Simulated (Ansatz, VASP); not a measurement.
# Sn in VASP and in Ansatz

Contents of INCAR:

```
SYSTEM = Sn
  PREC = Accurate
  ENCUT = 500
  EDIFF = 1E-6
  ISMEAR = 0
  SIGMA = 0.1
  LREAL = .False.
  LASPH = .True.
  NELM = 120
  ALGO = Normal
  ISIF = 2
  LWAVE = .False.
  LCHARG = .False.
  GGA = PE
  NBANDS = 13
  GGA_COMPAT = .False.
```

Contents of KPOINTS:

```
regular mesh
0
Gamma
  2 2 2
  0 0 0
```

POSCAR

```
Sn
1.0
   -1.8946518192      1.8946518192      1.8946518192
    1.8946518192     -1.8946518192      1.8946518192
    1.8946518192      1.8946518192     -1.8946518192
Sn
1
Direct
    0.0000000000      0.0000000000      0.0000000000
```

Input for Ansatz:

```yaml
crystal:
  lattice:
    - [-1.8946518192, 1.8946518192, 1.8946518192]
    - [1.8946518192, -1.8946518192, 1.8946518192]
    - [1.8946518192, 1.8946518192, -1.8946518192]
  atoms:
    - { symbol: Sn, position: [0.0, 0.0, 0.0] }
basis:
  ecutwfc: 420
kpoints:
  mp_grid: { grid: [2, 2, 2] }
hamiltonian:
  xc: pbe
scf:
  occupations: { method: gaussian, width: 0.1 }
output:
  forces: true
  stress: true
  eigenvalues: true
```

Alike in both runs: task single point; functional PBE; k mesh 2 × 2 × 2; occupations gaussian, width 0.1 eV; no spin polarisation.

|  | VASP | Ansatz |
| --- | --- | --- |
| version | VASP 6.6.1 | Ansatz 0.2.0 |
| potentials or method | VASP PAW PBE potentials, release 64 (Sn_d), cutoff 500 eV | scalar-relativistic, plane waves, PAW |
| valence electrons in the cell | 14 | 14 |

VASP gave:

* gap on the k mesh at the Fermi level (eV): none
* pressure (GPa): -3.7

Task: What did Ansatz give for the same quantities?

Result: gap on the k mesh at the Fermi level (eV): none; pressure (GPa): -3.6.

A gap of «none» marks a metal or a gap that the smearing closes.

The k mesh is coarse, so the values compare programs but aren't converged.
